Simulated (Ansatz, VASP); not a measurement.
**SnO in VASP and in Ansatz**

The input INCAR:

```
SYSTEM = SnO
ALGO = Normal ; EDIFF = 1E-6
ENCUT = 1340 ; GGA = PE
GGA_COMPAT = .False. ; ISIF = 2
ISMEAR = 0 ; LASPH = .True.
LCHARG = .True. ; LELF = .True.
LREAL = .False. ; LVHAR = .True.
LWAVE = .False. ; NBANDS = 50
NELM = 120 ; PREC = Accurate
SIGMA = 0.1
```

File KPOINTS:

```
k-points
0
Gamma
  4 4 2
  0 0 0
```

POSCAR

```
SnO
1.0
    3.8677643025      0.0000000000      0.0000000000
    0.0000000000      3.8677643025      0.0000000000
    0.0000000000      0.0000000000     10.1399661051
Sn O
4 4
Direct
    0.0000000000      0.5000000000      0.1143543508
    0.0000000000      0.5000000000      0.6143543508
    0.5000000000      0.0000000000      0.3856456492
    0.5000000000      0.0000000000      0.8856456492
    0.0000000000      0.0000000000      0.5000000000
    0.0000000000      0.0000000000      0.0000000000
    0.5000000000      0.5000000000      0.5000000000
    0.5000000000      0.5000000000      0.0000000000
```

Input for Ansatz:

```yaml
crystal:
  lattice:
    - [3.8677643025, 0.0, 0.0]
    - [0.0, 3.8677643025, 0.0]
    - [0.0, 0.0, 10.1399661051]
  atoms:
    - { symbol: Sn, position: [0.0, 0.5, 0.1143543508] }
    - { symbol: Sn, position: [0.0, 0.5, 0.6143543508] }
    - { symbol: Sn, position: [0.5, 0.0, 0.3856456492] }
    - { symbol: Sn, position: [0.5, 0.0, 0.8856456492] }
    - { symbol: O, position: [0.0, 0.0, 0.5] }
    - { symbol: O, position: [0.0, 0.0, 0.0] }
    - { symbol: O, position: [0.5, 0.5, 0.5] }
    - { symbol: O, position: [0.5, 0.5, 0.0] }
basis:
  ecutwfc: 420
kpoints:
  mp_grid: { grid: [4, 4, 2] }
hamiltonian:
  xc: pbe
scf:
  occupations: { method: gaussian, width: 0.1 }
  lower_state_search: "off"
output:
  forces: true
  stress: true
  eigenvalues: true
```

Alike in both runs: task single point; functional PBE; k mesh 4 × 4 × 2; occupations gaussian, width 0.1 eV; no spin polarisation.

|  | VASP | Ansatz |
| --- | --- | --- |
| version | VASP 6.6.1 | Ansatz 0.2.0 |
| potentials or method | VASP PAW PBE potentials, release 64 (Sn_d, O_h), cutoff 1340 eV | scalar-relativistic, plane waves, PAW |
| valence electrons in the cell | 80 | 80 |

|  | VASP | Ansatz | Ansatz less VASP |
| --- | --- | --- | --- |
| gap on the k mesh at the Fermi level (eV) | 0.51 | 0.50 | -0.011 |
| least direct gap on the mesh (eV) | 1.73 | 1.77 | +0.043 |
| pressure (GPa) | 0.2 | 0.1 | -0.13 |
| rms of the force components (eV/Å) | 0.024 | 0.004 | -0.0197 |

Atom by atom the forces differ by 0.028 eV/Å (rms over components). The functional is the same, so the differences come from potentials, cutoffs and numerics.
